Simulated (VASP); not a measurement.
# AlRu (Pm-3m) in VASP: a series of runs

The runs below take AlRu through single point, relaxation of cell and atoms, with PBEsol+D3(BJ), PBEsol+D4, r2SCAN.

All numbers are computed with VASP 6.6.1; they aren't measurements. Logs are shortened: lines on timing, memory, paths and dates and some standing lists are left out, and cuts for length are marked.

### 1 The cell of the first run

Symmetry: Pm-3m, No. 221, cubic system. The conventional cell has a = 2.992 Å, b = 2.992 Å, c = 2.992 Å, α = 90.00°, β = 90.00°, γ = 90.00°. Within 3.4 Å of Ru (site symmetry m-3m) lie 8 Al at 2.59 Å and 6 Ru at 2.99 Å. Within 3.4 Å of Al (site symmetry m-3m) lie 8 Ru at 2.59 Å and 6 Al at 2.99 Å.

### 2 Single point, PBEsol+D3(BJ)

INCAR

```
PREC = Accurate
ENCUT = 520
EDIFF = 1E-6
ISMEAR = -1
SIGMA = 0.05
LREAL = F
LASPH = T
NELM = 100
ALGO = Fast
ISIF = 2
LWAVE = F
LCHARG = F
GGA = PS
IVDW = 12
NBANDS = 16
```

KPOINTS

```
regular mesh
0
Gamma
  9 9 9
```

POSCAR

```
AlRu
1.0
    2.9916000000      0.0000000000      0.0000000000
    0.0000000000      2.9916000000      0.0000000000
    0.0000000000      0.0000000000      2.9916000000
Ru Al
1 1
Direct
    0.5000000000      0.5000000000      0.5000000000
    0.0000000000      0.0000000000      0.0000000000
```

Potentials or basis: VASP PAW PBE potentials, release 64 (Ru_pv, Al).

The run is started by

```console
$ cat potpaw_PBE.64/Ru_pv/POTCAR potpaw_PBE.64/Al/POTCAR > POTCAR
$ mpirun -np 1 vasp_std > vasp.out
```

OUTCAR:

```text
PREC = Accurate
   ENCUT = 520
   EDIFF = 1E-6
   ISMEAR = -1
   LREAL = F
   LASPH = T
   NELM = 100
   ISIF = 2
   GGA = PS
   IVDW = 12
 IVDW          = 12

 ion  position               nearest neighbor table
   1  0.500  0.500  0.500-   2 2.59   2 2.59   2 2.59   2 2.59   2 2.59   2 2.59   2 2.59   2 2.59

   2  0.000  0.000  0.000-   1 2.59   1 2.59   1 2.59   1 2.59   1 2.59   1 2.59   1 2.59   1 2.59

  LATTYP: Found a simple cubic cell.
 ALAT       =     2.9916000000

  Lattice vectors:

 A1 = (   2.9916000000,   0.0000000000,   0.0000000000)
 A2 = (   0.0000000000,   2.9916000000,   0.0000000000)
 A3 = (   0.0000000000,   0.0000000000,   2.9916000000)

Analysis of symmetry for initial positions (statically):
=====================================================================
 Subroutine PRICEL returns:
 Original cell was already a primitive cell.

 Routine SETGRP: Setting up the symmetry group for a
 simple cubic supercell.

 Subroutine GETGRP returns: Found 48 space group operations
[... 9 lines left out ...]

 Routine SETGRP: Setting up the symmetry group for a
 simple cubic supercell.

 Subroutine GETGRP returns: Found 48 space group operations
[... 11 lines left out ...]
                                     Primitive cell

  volume of cell :      26.7738

  direct lattice vectors                    reciprocal lattice vectors
     2.991600000  0.000000000  0.000000000     0.334269287  0.000000000  0.000000000
     0.000000000  2.991600000  0.000000000     0.000000000  0.334269287  0.000000000
     0.000000000  0.000000000  2.991600000     0.000000000  0.000000000  0.334269287

  length of vectors
     2.991600000  2.991600000  2.991600000     0.334269287  0.334269287  0.334269287

  position of ions in fractional coordinates (direct lattice)
     0.500000000  0.500000000  0.500000000
     0.000000000  0.000000000  0.000000000

  ion indices of the primitive-cell ions
   primitive index   ion index
                 1           1
                 2           2

----------------------------------------------------------------------------------------

 KPOINTS: regular mesh

Automatic generation of k-mesh.
 Grid dimensions read from file:
 generate k-points for:    9    9    9

 Generating k-lattice:

  Cartesian coordinates                     Fractional coordinates (reciprocal lattice)
     0.037141032  0.000000000  0.000000000     0.111111111  0.000000000  0.000000000
     0.000000000  0.037141032  0.000000000     0.000000000  0.111111111  0.000000000
     0.000000000  0.000000000  0.037141032     0.000000000  0.000000000  0.111111111

  Length of vectors
     0.037141032  0.037141032  0.037141032

  Shift w.r.t. Gamma in fractional coordinates (k-lattice)
     0.000000000  0.000000000  0.000000000

 Subroutine IBZKPT returns following result:
 ===========================================

 Found     35 irreducible k-points:

 Following reciprocal coordinates:
            Coordinates               Weight
  0.000000  0.000000  0.000000      1.000000
  0.111111  0.000000  0.000000      6.000000
  0.222222  0.000000  0.000000      6.000000
  0.333333  0.000000  0.000000      6.000000
  0.444444  0.000000  0.000000      6.000000
  0.111111  0.111111  0.000000     12.000000
[... 16 lines left out ...]
  0.333333  0.333333  0.111111     24.000000
  0.444444  0.333333  0.111111     48.000000
 [... further k-points ...]
   k-points           NKPTS =     35   k-points in BZ     NKDIM =     35   number of bands    NBANDS=     16
   number of dos      NEDOS =    301   number of ions     NIONS =      2
   total plane-waves  NPLWV =  13824
   dimension x,y,z NGX =    24 NGY =   24 NGZ =   24
   dimension x,y,z NGXF=    48 NGYF=   48 NGZF=   48
   ions per type =               1   1
   NGX,Y,Z   is equivalent  to a cutoff of  13.34, 13.34, 13.34 a.u.
   NGXF,Y,Z  is equivalent  to a cutoff of  26.67, 26.67, 26.67 a.u.
 SYSTEM =  unknown system
   PREC   = accura    normal or accurate (medium, high low for compatibility)
   ISTART =      0    job   : 0-new  1-cont  2-samecut
   ICHARG =      2    charge: 1-file 2-atom 10-const
   ISPIN  =      1    spin polarized calculation?
   LNONCOLLINEAR =      F non collinear calculations
   LSORBIT =      F    spin-orbit coupling
   LASPH  =      T    aspherical Exc in radial PAW
   ENCUT  =  520.0 eV  38.22 Ry    6.18 a.u.   5.56  5.56  5.56*2*pi/ulx,y,z
   NELM   =    100;   NELMIN=  2; NELMDL= -5     # of ELM steps
   EDIFF  = 0.1E-05   stopping-criterion for ELM
   LREAL  =      F    real-space projection
   EDIFFG = 0.1E-04   stopping-criterion for IOM
   NSW    =      0    number of steps for IOM
   IBRION =     -1    ionic relax: 0-MD 1-quasi-New 2-CG
   NFREE  =      0    steps in history (QN), initial steepest desc. (CG)
   ISIF   =      2    stress and relaxation
   ISYM   =      2    0-nonsym 1-usesym 2-fastsym
   POTIM  = 0.5000    time-step for ionic-motion
   TEBEG  =    0.0;   TEEND  =   0.0 temperature during run
   PSTRESS=    0.0 pullay stress
   NELECT =      17.0000    total number of electrons
   NUPDOWN=      -1.0000    fix difference up-down
   EMIN   =  10.00;   EMAX   =-10.00  energy-range for DOS
   EFERMI =   0.00;   METHOD = LEGACY
   ISMEAR =    -1;   SIGMA  =   0.05  broadening in eV -4-tet -1-fermi 0-gaus
   EFERMI_NEDOS =   21; number of points for ismear=-14 and -15
   IALGO  =     68    algorithm
   IMIX   =      4    mixing-type and parameters
     AMIX     =   0.40;   BMIX     =  1.00
     AMIX_MAG =   1.60;   BMIX_MAG =  1.00
  volume/ion in A,a.u.               =      13.39        90.34
  Fermi-wavevector in a.u.,A,eV,Ry     =   1.407087  2.659009 26.938090  1.979894
  Thomas-Fermi vector in A             =   2.529382
   LORBIT       =      0    0 simple, 1 ext, 2 COOP (PROOUT), +10 PAW based schemes
   GGA     = PS    functional components
   LHFCALC =     F    Hartree Fock is set to
   AEXX    =    0.0000 exact exchange contribution
   IVDW    =    12    specifies the selected vdW correction
   LEPSILON=     F    determine dielectric tensor
   LRPA    =     F    only Hartree local field effects (RPA)
 non-spin polarized calculation
 RMM-DIIS sequential band-by-band and
  energy-cutoff  :      520.00
  volume of cell :       26.77
 maximum number of plane-waves:       739
[... 25 lines left out ...]
      4       0.9137      2.00000
      5       6.9996      2.00000
      6       6.9996      2.00000
[... 8 lines left out ...]
     15      22.5424      0.00000
     16      25.6737      0.00000

 k-point     2 :       0.1111    0.0000    0.0000
  band No.  band energies     occupation
      1     -31.1676      2.00000
      2     -31.1406      2.00000
      3     -31.1406      2.00000
      4       1.1502      2.00000
      5       7.0762      2.00000
      6       7.0817      2.00000
[... 8 lines left out ...]
     15      22.5463      0.00000
     16      26.4390      0.00000

 k-point     3 :       0.2222    0.0000    0.0000
  band No.  band energies     occupation
      1     -31.2303      2.00000
      2     -31.1353      2.00000
      3     -31.1353      2.00000
      4       1.8337      2.00000
      5       7.1376      2.00000
      6       7.3010      2.00000
[... 8 lines left out ...]
     15      23.2478      0.00000
     16      27.5739      0.00000

 k-point     4 :       0.3333    0.0000    0.0000
  band No.  band energies     occupation
      1     -31.3009      2.00000
      2     -31.1293      2.00000
      3     -31.1293      2.00000
      4       2.8911      2.00000
      5       6.7236      2.00000
      6       7.5743      2.00000
[... 8 lines left out ...]
     15      23.7037      0.00000
     16      25.5465      0.00000

 k-point     5 :       0.4444    0.0000    0.0000
  band No.  band energies     occupation
      1     -31.3466      2.00000
      2     -31.1253      2.00000
      3     -31.1253      2.00000
      4       4.1968      2.00000
      5       5.6429      2.00000
      6       7.7698      2.00000
[... 8 lines left out ...]
     15      23.7678      0.00000
     16      23.8627      0.00000

 k-point     6 :       0.1111    0.1111    0.0000
  band No.  band energies     occupation
      1     -31.1664      2.00000
      2     -31.1644      2.00000
      3     -31.1385      2.00000
      4       1.3822      2.00000
      5       7.1505      2.00000
      6       7.1752      2.00000
[... 8 lines left out ...]
     15      22.7703      0.00000
     16      27.0279      0.00000

 k-point     7 :       0.2222    0.1111    0.0000
  band No.  band energies     occupation
      1     -31.2278      2.00000
      2     -31.1598      2.00000
      3     -31.1332      2.00000
      4       2.0510      2.00000
      5       7.2245      2.00000
      6       7.3948      2.00000
[... 8 lines left out ...]
     15      23.9326      0.00000
     16      26.6556      0.00000

 k-point     8 :       0.3333    0.1111    0.0000
  band No.  band energies     occupation
      1     -31.2980      2.00000
      2     -31.1534      2.00000
      3     -31.1272      2.00000
      4       3.0808      2.00000
      5       6.7793      2.00000
      6       7.6746      2.00000
[... 8 lines left out ...]
     15      24.8771      0.00000
     16      25.2977      0.00000

 k-point     9 :       0.4444    0.1111    0.0000
  band No.  band energies     occupation
      1     -31.3435      2.00000
      2     -31.1492      2.00000
      3     -31.1232      2.00000
      4       4.3537      2.00000
      5       5.6919      2.00000
      6       7.8944      2.00000
[... 8 lines left out ...]
     15      23.6211      0.00000
     16      25.3115      0.00000
[... 172 lines left out ...]
 k-point    19 :       0.4444    0.1111    0.1111
  band No.  band energies     occupation
      1     -31.3405      2.00000
      2     -31.1477      2.00000
      3     -31.1464      2.00000
      4       4.4886      2.00000
      5       5.7934      2.00000
      6       8.0062      2.00000
[... 8 lines left out ...]
     15      24.5551      0.00000
     16      25.4665      0.00000

 k-point    20 :       0.2222    0.2222    0.1111
  band No.  band energies     occupation
      1     -31.2212      2.00000
      2     -31.2167      2.00000
      3     -31.1519      2.00000
      4       2.8620      2.00000
      5       7.4329      2.00000
      6       7.6998      2.00000
[... 8 lines left out ...]
     15      24.7658      0.00000
     16      24.8135      0.00000

 k-point    21 :       0.3333    0.2222    0.1111
  band No.  band energies     occupation
      1     -31.2881      2.00000
      2     -31.2117      2.00000
      3     -31.1456      2.00000
      4       3.7455      2.00000
      5       6.9921      2.00000
      6       7.9249      2.00000
[... 8 lines left out ...]
     15      23.3101      0.00000
     16      25.2694      0.00000

 k-point    22 :       0.4444    0.2222    0.1111
  band No.  band energies     occupation
      1     -31.3328      2.00000
      2     -31.2070      2.00000
      3     -31.1414      2.00000
      4       4.7139      2.00000
      5       6.1623      2.00000
      6       8.1082      2.00000
[... 8 lines left out ...]
     15      22.5527      0.00000
     16      24.4522      0.00000

 k-point    23 :       0.3333    0.3333    0.1111
  band No.  band energies     occupation
      1     -31.2816      2.00000
      2     -31.2781      2.00000
      3     -31.1393      2.00000
      4       4.3415      2.00000
      5       6.9067      2.00000
      6       8.0950      2.00000
[... 8 lines left out ...]
     15      25.0217      0.00000
     16      25.1715      0.00000

 k-point    24 :       0.4444    0.3333    0.1111
  band No.  band energies     occupation
      1     -31.3240      2.00000
      2     -31.2746      2.00000
      3     -31.1351      2.00000
      4       4.7639      2.00000
      5       6.8151      2.00000
      6       8.0753      2.00000
[... 8 lines left out ...]
     15      23.6290      0.00000
     16      24.1304      0.00000

 [... further k-points ...]

------------------------ aborting loop because EDIFF is reached ----------------------------------------

 Edisp (eV)   -0.97492

 E8    (eV) :    -0.6605

  FORCE on cell =-STRESS in cart. coord.  units (eV):
  Direction    XX          YY          ZZ          XY          YZ          ZX
  --------------------------------------------------------------------------------------
  -------------------------------------------------------------------------------------
  Total      -1.53598    -1.53598    -1.53598     0.00000     0.00000    -0.00000
  in kB     -91.91510   -91.91510   -91.91510     0.00000     0.00000    -0.00000
  external pressure =      -91.92 kB  Pullay stress =        0.00 kB

 VOLUME and BASIS-vectors are now :
 -----------------------------------------------------------------------------
  energy-cutoff  :      520.00
  volume of cell :       26.77
      direct lattice vectors                 reciprocal lattice vectors
     2.991600000  0.000000000  0.000000000     0.334269287  0.000000000  0.000000000
     0.000000000  2.991600000  0.000000000     0.000000000  0.334269287  0.000000000
     0.000000000  0.000000000  2.991600000     0.000000000  0.000000000  0.334269287

 POSITION                                       TOTAL-FORCE (eV/Angst)
 -----------------------------------------------------------------------------------
      1.49580      1.49580      1.49580         0.000000      0.000000      0.000000
      0.00000      0.00000      0.00000         0.000000      0.000000      0.000000
 -----------------------------------------------------------------------------------
    total drift:                                0.000000     -0.000000     -0.000000

  FREE ENERGIE OF THE ION-ELECTRON SYSTEM (eV)
  ---------------------------------------------------
  free  energy   TOTEN  =       -16.4964450181 eV

  energy  without entropy=      -16.4815115751  energy(sigma->0) =      -16.48897830
```

Run time: 4.7 s. Hardware: 1 thread of Intel Xeon 6975P-C (Granite Rapids), shared host; peak memory 0.15 GiB.

What came out:

- Free energy: -16.4964 eV
- Pressure: -9.2 GPa
- Dispersion energy per atom: -0.487 eV

Caveat: three body term missing; the PAW data sets were made with another functional, which shifts forces and pressure a little; pairwise dispersion overbinds metals, which lowers pressure and volume.

### 3 Single point, PBEsol+D4

This run uses another cell than the first one, of 12.99 Å³/atom, 0.971 times its volume.

INCAR

```
SYSTEM = AlRu
ALGO = Normal
EDIFF = 1E-6
ENCUT = 520
GGA = PS
ISIF = 2
ISMEAR = -1
IVDW = 13
LASPH = .True.
LCHARG = .False.
LREAL = .False.
LWAVE = .False.
NBANDS = 16
NELM = 100
PREC = Accurate
SIGMA = 0.05
```

KPOINTS

```
k-points
0
Gamma
  9 9 9
  0 0 0
```

POSCAR

```
AlRu
1.0
    2.9620935224      0.0000000000      0.0000000000
    0.0000000000      2.9620935224      0.0000000000
    0.0000000000      0.0000000000      2.9620935224
Ru Al
1 1
Direct
    0.5000000000      0.5000000000      0.5000000000
    0.0000000000      0.0000000000      0.0000000000
```

Potentials or basis: VASP PAW PBE potentials, release 64 (Ru_pv, Al).

The run is started by

```console
$ cat potpaw_PBE.64/Ru_pv/POTCAR potpaw_PBE.64/Al/POTCAR > POTCAR
$ mpirun -np 1 vasp_std > vasp.out
```

Wall time 4.2 s (1 thread of Intel Xeon 6975P-C (Granite Rapids), shared host); peak memory 0.14 GiB.

The run converged. Its results:

```yaml
Free_energy: -16.0866 eV
Pressure: 0.0 GPa
Dispersion_energy_per_atom: -0.283 eV
```

Levels at points of the mesh, in eV from the Fermi level:
```csv
k point,band 6,band 7,band 8,band 9,band 10,band 11,band 12,band 13
"(0.00, 0.00, 0.00)",-3.68,0.26,0.26,0.26,6.30,6.30,6.30,11.25
```

Caveat: the PAW data sets were made with another functional, which shifts forces and pressure a little; pairwise dispersion overbinds metals, which lowers pressure and volume.

### 4 Single point, r2SCAN

This run uses another cell than the first one, of 13.26 Å³/atom, 0.991 times its volume.

POSCAR

```
AlRu
1.0
    2.9822867062      0.0000000000      0.0000000000
    0.0000000000      2.9822867062      0.0000000000
    0.0000000000      0.0000000000      2.9822867062
Ru Al
1 1
Direct
    0.5000000000      0.5000000000      0.5000000000
    0.0000000000      0.0000000000      0.0000000000
```

INCAR.step1

```
PREC = Accurate
ENCUT = 520
ISMEAR = -1
SIGMA = 0.05
LREAL = F
LASPH = T
NELM = 100
NBANDS = 16
GGA = PE
ALGO = Normal
EDIFF = 1E-4
LWAVE = T
LCHARG = F
```

INCAR.step2

```
PREC = Accurate
ENCUT = 520
EDIFF = 1E-6
ISMEAR = -1
SIGMA = 0.05
LREAL = F
LASPH = T
NELM = 100
ALGO = Normal
ISIF = 2
LWAVE = F
LCHARG = F
METAGGA = R2SCAN
LMIXTAU = T
NBANDS = 16
ISTART = 1
```

KPOINTS

```
regular mesh
0
Gamma
  9 9 9
```

The run is started by

```console
$ cat potpaw_PBE.64/Ru_pv/POTCAR potpaw_PBE.64/Al/POTCAR > POTCAR
$ cp INCAR.step1 INCAR
$ mpirun -np 1 vasp_std > vasp.out
$ cp INCAR.step2 INCAR
$ mpirun -np 1 vasp_std > vasp.out
```

Wall time 15 s (1 thread of Intel Xeon 6975P-C (Granite Rapids), shared host); peak memory 0.15 GiB.

It converged, with:

```yaml
Free_energy: -33.6088 eV
Pressure: 0.1 GPa
```

Levels at points of the mesh, in eV from the Fermi level:
| k point | band 6 | band 7 | band 8 | band 9 | band 10 | band 11 | band 12 | band 13 |
| --- | --- | --- | --- | --- | --- | --- | --- | --- |
| (0.00, 0.00, 0.00) | -3.66 | 0.25 | 0.25 | 0.25 | 6.66 | 6.66 | 6.66 | 10.38 |

Caveat: the PAW data sets were made with another functional, which shifts forces and pressure a little.

### 5 Relaxation of cell and atoms, PBEsol+D3(BJ)

INCAR

```
ALGO = Fast
EDIFF = 1E-6
EDIFFG = -0.01
ENCUT = 600
GGA = PS
IBRION = 2
ISIF = 3
ISMEAR = -1
IVDW = 12
LASPH = True
LCHARG = False
LREAL = False
LWAVE = False
NELM = 100
NSW = 60
PREC = Accurate
SIGMA = 0.05
```

KPOINTS

```
k-points
0
Gamma
  9 9 9
```

POSCAR

```
AlRu
1.0
    2.9916000000      0.0000000000      0.0000000000
    0.0000000000      2.9916000000      0.0000000000
    0.0000000000      0.0000000000      2.9916000000
Ru Al
1 1
Direct
    0.5000000000      0.5000000000      0.5000000000
    0.0000000000      0.0000000000      0.0000000000
```

The run is started by

```console
$ cat potpaw_PBE.64/Ru_pv/POTCAR potpaw_PBE.64/Al/POTCAR > POTCAR
$ mpirun -np 1 vasp_std > vasp.out
```

Run time: 12 s. Hardware: 1 thread of Intel Xeon 6975P-C (Granite Rapids), shared host; peak memory 0.16 GiB.

The run converged. Its results:

| Property | Result |
| --- | --- |
| Free energy | -16.5298 eV |
| Relaxed volume | 12.82 Å³/atom |
| Relaxed cell | a = 2.949 Å, b = 2.949 Å, c = 2.949 Å, α = 90.00°, β = 90.00°, γ = 90.00° |
| Space group after relaxing (to 0.05 Å) | Pm-3m (No. 221) |
| Energy gained by relaxing | 16.6 meV/atom |
| Ionic steps | 4 |
| Pressure after relaxing | 0.1 GPa |
| Dispersion energy per atom | -0.509 eV |

Step by step:
| step | energy change (eV) | largest force (eV/Å) | pressure (GPa) | volume (Å³) |
| --- | --- | --- | --- | --- |
| 1 | 0.0000 | 0.0000 | -9.24 | 26.77 |
| 2 | 0.0681 | 0.0000 | 19.74 | 23.89 |
| 3 | -0.0332 | 0.0000 | -0.32 | 25.68 |
| 4 | -0.0332 | 0.0000 | 0.07 | 25.64 |

Final structure:
```
Ru Al
1.0
     2.94892    0.00000    0.00000
     0.00000    2.94892    0.00000
     0.00000    0.00000    2.94892
Ru Al
1 1
Direct
  0.50000 0.50000 0.50000
  0.00000 0.00000 0.00000
```

Levels at points of the mesh, in eV from the Fermi level:
```tsv
k point	band 7	band 8	band 9	band 10	band 11	band 12
(0.00, 0.00, 0.00)	0.26	0.26	0.26	6.37	6.37	6.37
```

Caveat: the PAW data sets were made with another functional, which shifts forces and pressure a little; pairwise dispersion overbinds metals, which lowers pressure and volume.

### 6 Summary

```tsv
task	level	cell	cutoff (eV)	gap on the mesh (eV)	pressure (GPa)
single point	PBEsol+D3(BJ)	a = 2.992 Å, 2 atoms	520	none	-9.2
single point	PBEsol+D4	a = 2.962 Å, 2 atoms	520	none	0.0
single point	r2SCAN	a = 2.982 Å, 2 atoms	520	none	0.1
relaxation of cell and atoms	PBEsol+D3(BJ)	relaxed from a = 2.992 Å, 2 atoms	600	none	0.1
```

Alike in all rows: potentials or basis VASP PAW PBE potentials, release 64 (Ru_pv, Al); no spin polarisation; k mesh 9 × 9 × 9; smearing fermi-dirac 0.05 eV.

Caveats: the PAW data sets were made with another functional, which shifts forces and pressure a little; pairwise dispersion overbinds metals, which lowers pressure and volume (some runs); three body term missing (some runs).

Total energies depend on the potentials used, so only differences within one code and one set of settings carry meaning.
